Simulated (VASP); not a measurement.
## Ti11BiO24 (a cell with a defect): single point with PBE

The system is Ti11BiO24 (a cell with a defect).

```xyz
36
Lattice="4.5922 4.5922 0.0000 -4.5922 4.5922 0.0000 0.0000 0.0000 8.8722" Properties=species:S:1:pos:R:3 pbc="T T T"
Bi    0.0000    0.0000    0.0000
Ti    0.0000    0.0000    3.0357
Ti    0.0000    0.0000    5.8365
Ti    0.0000    4.5922    0.0000
Ti    0.0000    4.5922    2.9626
Ti    0.0000    4.5922    5.9096
Ti    2.2961    2.2961    1.5425
Ti    2.2961    2.2961    4.4361
Ti    2.2961    2.2961    7.3297
Ti   -2.2961    2.2961    1.5015
Ti   -2.2961    2.2961    4.4361
Ti   -2.2961    2.2961    7.3707
O     1.4733    1.4733    0.0000
O     1.3975    1.3975    2.9726
O     1.3975    1.3975    5.8996
O     1.4060    5.9982    0.0000
O     1.3862    5.9784    2.9861
O     1.3862    5.9784    5.8861
O     0.8973    3.6949    1.4790
O     0.9047    3.6875    4.4361
O     0.8973    3.6949    7.3932
O    -3.6405    3.6405    1.6763
O    -3.6809    3.6809    4.4361
O    -3.6405    3.6405    7.1959
O     3.1189    3.1189    0.0000
O     3.1947    3.1947    2.9726
O     3.1947    3.1947    5.8996
O    -1.4060    3.1862    0.0000
O    -1.3862    3.2060    2.9861
O    -1.3862    3.2060    5.8861
O    -0.8973    5.4895    1.4790
O    -0.9047    5.4969    4.4361
O    -0.8973    5.4895    7.3932
O    -0.9517    0.9517    1.6763
O    -0.9113    0.9113    4.4361
O    -0.9517    0.9517    7.1959
```

- Program: VASP 6.6.1
- Task: single point
- Functional: PBE
- Potentials or basis: VASP PAW PBE potentials, release 64 (Bi_d, Ti_sv, O)
- Cutoff: 520 eV
- k mesh: 3 × 3 × 2
- Occupations: fermi-dirac, width 0.01 eV
- Spin: collinear spin

* Pressure: 14.3 GPa
* Largest force: 0.037 eV/Å
* Net moment: 0.32 μB per cell
* Site moments: Bi +0.06; Ti +0.03, +0.00, +0.01 (each value once); O +0.04, +0.00, -0.00, +0.01 (each value once) μB
* Valence electrons inside the program's atomic spheres: Bi 12.80; Ti 10.37, 10.23, 10.26, 10.31, 10.29, 10.30 (each value once); O 5.09, 5.07, 5.08, 5.10 (each value once)

Forces in eV/Å, atoms in the order of the input:
```
Bi   0.000  0.000  0.000
Ti   0.000  0.000 -0.007
Ti   0.000  0.000  0.007
Ti   0.000  0.000  0.000
Ti   0.000  0.000  0.004
Ti   0.000  0.000 -0.004
Ti   0.000  0.000  0.008
Ti   0.000  0.000  0.000
Ti   0.000  0.000 -0.008
Ti   0.000  0.000  0.014
Ti   0.000  0.000  0.000
Ti   0.000  0.000 -0.014
O   -0.008 -0.008  0.000
O   -0.026 -0.026 -0.003
O   -0.026 -0.026  0.003
O   -0.020 -0.020  0.000
O   -0.013 -0.013 -0.007
O   -0.013 -0.013  0.007
O    0.023 -0.023 -0.009
O    0.013 -0.013  0.000
O    0.023 -0.023  0.009
O    0.013 -0.013 -0.006
O    0.015 -0.015  0.000
O    0.013 -0.013  0.006
O    0.008  0.008  0.000
O    0.026  0.026 -0.003
O    0.026  0.026  0.003
O    0.020  0.020  0.000
O    0.013  0.013 -0.007
O    0.013  0.013  0.007
O   -0.023  0.023 -0.009
O   -0.013  0.013  0.000
O   -0.023  0.023  0.009
O   -0.013  0.013 -0.006
O   -0.015  0.015  0.000
O   -0.013  0.013  0.006
```

Stress tensor (GPa, compression positive):
```
13.13  0.28  0.00
 0.28 13.13  0.00
 0.00  0.00 16.65
```

Levels at points of the mesh, in eV from the Fermi level:
Spin up:
| k point | band 142 | band 143 | band 144 | band 145 | band 146 | band 147 | band 148 | band 149 | band 150 | band 151 |
| --- | --- | --- | --- | --- | --- | --- | --- | --- | --- | --- |
| (0.00, 0.00, 0.00) | -1.95 | -1.70 | -1.67 | -1.18 | -0.64 | 0.77 | 0.83 | 1.08 | 1.25 | 1.29 |
| (0.00, 0.00, 0.50) | -1.84 | -1.81 | -1.46 | -1.29 | -0.25 | 0.97 | 1.17 | 1.19 | 1.22 | 1.24 |
Spin down:
```
           k point  band 143  band 144  band 145  band 146  band 147  band 148
(0.00, 0.00, 0.00)     -1.69     -1.67     -1.18     -0.58      0.77      0.83
(0.00, 0.00, 0.50)     -1.80     -1.45     -1.29     -0.19      0.98      1.17
```

Wall time 8.6 min on 1 × NVIDIA H100 80GB with 1 thread of AMD EPYC 7R13 Processor (Zen 3), on a shared host, peak memory 1.9 GiB.

Caveat: spin-orbit coupling is left out, which moves the levels of the heavy elements; semilocal functionals often make such compounds metallic where correlation or magnetic order opens a gap, which also shifts bond lengths.
